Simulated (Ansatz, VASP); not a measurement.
**PbI2 in VASP and in Ansatz**

```xyz
3
Lattice="4.6785 0.0000 0.0000 -2.3393 4.0517 0.0000 0.0000 0.0000 7.6904" Properties=species:S:1:pos:R:3 pbc="T T T"
Pb    0.0000    0.0000    0.0000
I     0.0000    2.7012    1.8556
I     2.3393    1.3506    5.8348
```

Alike in both runs: task relaxation of cell and atoms; functional LDA; k mesh 6 × 6 × 4; occupations gaussian, width 0.02 eV; no spin polarisation.

```csv
,VASP,Ansatz
version,VASP 6.6.1,Ansatz 0.2.0
potentials or method,"VASP PAW LDA potentials, release 64 (Pb_d, I), cutoff 500 eV","scalar-relativistic, plane waves, PAW"
valence electrons in the cell,28,48
```

```csv
,VASP,Ansatz,Ansatz less VASP
"gap on the k mesh at the Fermi level, each at its own relaxed structure (eV)",1.89,1.91,+0.013
relaxed volume (Å³/atom),39.14,39.17,+0.024
relaxed length of the cell vector where the two differ most in proportion (Å),4.469,4.471,+0.0023
```

LDA's correlation is that of Perdew and Zunger in VASP and of Perdew and Wang (1992) in Ansatz. VASP's potentials hold 28 valence electrons a cell and Ansatz's 48, so a difference there can come from the potentials and not from the codes.

Neither program's run includes spin-orbit coupling. Noted on VASP's run: the volume moved by over 15 % at a fixed basis, so the end points are rough.
